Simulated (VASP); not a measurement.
A run of VASP 6.6.1 is set up as follows.

The input INCAR:

```
SYSTEM = Ti
  PREC = Accurate
  ENCUT = 520
  EDIFF = 1E-6
  ISMEAR = 0
  SIGMA = 0.15
  LREAL = .FALSE.
  LASPH = .TRUE.
  NELM = 60
  ALGO = Fast
  ISIF = 2
  LWAVE = .FALSE.
  LCHARG = .TRUE.
  GGA = PS
  LELF = .TRUE.
  LVHAR = .TRUE.
  NBANDS = 19
```

KPOINTS

```
Automatic mesh
0
G
  18 18 10
  0 0 0
```

Contents of POSCAR:

```
Ti
1.0
    2.9499978604      0.0000000000      0.0000000000
   -1.4749989302      2.5547730882      0.0000000000
    0.0000000000      0.0000000000      4.6860000000
Ti
2
Direct
    0.4214037773      0.8428075545      0.2019846351
    0.6666666667      0.3333333333      0.7500000000
```

Potentials or basis: VASP PAW PBE potentials, release 64 (Ti_sv).

The run is started by

```bash
$ cat potpaw_PBE.64/Ti_sv/POTCAR > POTCAR
$ mpirun -np 1 vasp_std > vasp.out
```

Predict the band gap on the k mesh.

zero (bands 12 and 13 overlap by 1.28 eV).

Estimate the largest force.

1.050 eV/Å.

Stress tensor (GPa, compression positive):
```
-11.76   0.00   0.00
  0.00  -1.18  -3.31
  0.00  -3.31  -2.55
```

Caveat: the cell differs from its parent crystal (atom 1 (Ti) moved by (+0.450, -0.225) A along y and z); the cell stands under tension; the PAW data sets were made with another functional, which shifts forces and pressure a little.
